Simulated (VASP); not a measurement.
**LiCaF3: single point with PBE+D3(BJ)**

Crystal: LiCaF3.

```
CELL_PARAMETERS angstrom
3.71996 0.00000 0.00000
0.00000 3.71996 0.00000
0.00000 0.00000 3.71996
ATOMIC_POSITIONS crystal
Li 0.50000 0.50000 0.50000
Ca 0.00000 0.00000 0.00000
F 0.00000 0.50000 0.50000
F 0.50000 0.50000 0.00000
F 0.50000 0.00000 0.50000
```

```json
{"Program": "VASP 6.6.1", "Task": "single point", "Functional": "PBE", "Dispersion": "D3(BJ)", "Potentials or basis": "VASP PAW PBE potentials, release 64 (Li_sv, Ca_sv, F)", "Cutoff": "520 eV", "k mesh": "4 × 4 × 4", "Occupations": "gaussian, width 0.01 eV", "Spin": "no spin polarisation", "Dipole correction": "no", "Further INCAR settings": "ALGO = Normal; EDIFF = 1e-06; NBANDS = 25"}
```

```
Band gap on the k mesh     : 6.56 eV (least direct gap 6.67 eV)
Dispersion energy per atom : -0.179 eV
```

Levels at points of the mesh, in eV from the valence-band top:
| k point | band 13 | band 14 | band 15 | band 16 | band 17 | band 18 | band 19 | band 20 | band 21 | band 22 |
| --- | --- | --- | --- | --- | --- | --- | --- | --- | --- | --- |
| (0.00, 0.00, 0.00) | -0.86 | -0.86 | -0.12 | -0.12 | -0.12 | 6.56 | 6.56 | 7.11 | 8.21 | 8.21 |
| (0.50, 0.00, 0.00) | -1.23 | -1.23 | -1.22 | -0.44 | -0.44 | 7.68 | 7.80 | 8.36 | 9.01 | 9.01 |
| (0.50, 0.50, 0.00) | -1.51 | -1.44 | -1.44 | -0.15 | -0.06 | 8.06 | 8.21 | 8.98 | 8.98 | 9.27 |
| (0.50, 0.50, 0.50) | -0.13 | -0.13 | 0.00 | 0.00 | 0.00 | 7.61 | 7.61 | 7.61 | 9.04 | 9.04 |

Wall time 22 s on 1 thread of Intel Xeon 8259CL, on a shared host, peak memory 0.17 GiB.

Caveat: the k points lie up to 0.42 Å⁻¹ apart. A k mesh can miss the band edges.
